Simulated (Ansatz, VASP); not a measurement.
## Two plane-wave programs on P

```
P
1.0
     1.65473   -5.64066    0.00000
     1.65473    5.64066    0.00000
     0.00000    0.00000    4.56194
P
4
Direct
  0.90591 0.09409 0.08646
  0.59409 0.40591 0.58646
  0.09409 0.90591 0.91354
  0.40591 0.59409 0.41354
```

Alike in both runs: functional PBE; k mesh 14 × 14 × 10; occupations gaussian, width 0.1 eV; no spin polarisation.

Ansatz relaxed the structure, and its values are those at the end. VASP's run is a single point on that final structure, the one shown.

|  | VASP | Ansatz |
| --- | --- | --- |
| version | VASP 6.6.1 | Ansatz 0.2.0 |
| potentials or method | VASP PAW PBE potentials, release 64 (P), cutoff 520 eV | scalar-relativistic, plane waves, PAW |
| valence electrons in the cell | 20 | 20 |

Ansatz gave:

* gap on the k mesh at the Fermi level (eV): 0.12
* least direct gap on the mesh (eV): 0.12
* pressure (GPa): 0.0
* rms of the force components (eV/Å): 0.000

Question: Which values does VASP return?

Answer: gap on the k mesh at the Fermi level (eV): 0.14; least direct gap on the mesh (eV): 0.14; pressure (GPa): -0.3; rms of the force components (eV/Å): 0.029.
